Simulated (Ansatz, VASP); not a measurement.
## Pt: VASP beside Ansatz

```xyz
1
Lattice="0.0973 1.9760 1.9760 1.9760 0.0973 1.9760 1.9760 1.9760 0.0973" Properties=species:S:1:pos:R:3 pbc="T T T"
Pt    0.0000    0.0000    0.0000
```

Change from the starting cell: equal engineering shear yz, xz and xy +0.0500, equal normal strain along x, y and z -0.0100.

Alike in both runs: task single point; functional LDA; k mesh 20 × 20 × 20; occupations gaussian, width 0.15 eV; no spin polarisation.

```csv
,VASP,Ansatz
version,VASP 6.6.1,Ansatz 0.2.0
potentials or method,"VASP PAW LDA potentials, release 64 (Pt), cutoff 520 eV","scalar-relativistic, plane waves, PAW"
valence electrons in the cell,10,18
```

Ansatz gave:

```
gap on the k mesh at the Fermi level (eV)                     : none
pressure (GPa)                                                : 12.9
traceless stress, the component that is largest in VASP (GPa) : -5.69
```

Question: What did VASP give for the same quantities?

Answer: gap on the k mesh at the Fermi level (eV): none; pressure (GPa): 13.9; traceless stress, the component that is largest in VASP (GPa): -5.84.

Ansatz warns that its potentials were made for another functional, while VASP's fit it. LDA's correlation is that of Perdew and Zunger in VASP and of Perdew and Wang (1992) in Ansatz. A gap of «none» marks a metal or a gap that the smearing closes. VASP's potentials hold 10 valence electrons a cell and Ansatz's 18, so a difference there can come from the potentials and not from the codes.

Neither program's run includes spin-orbit coupling.
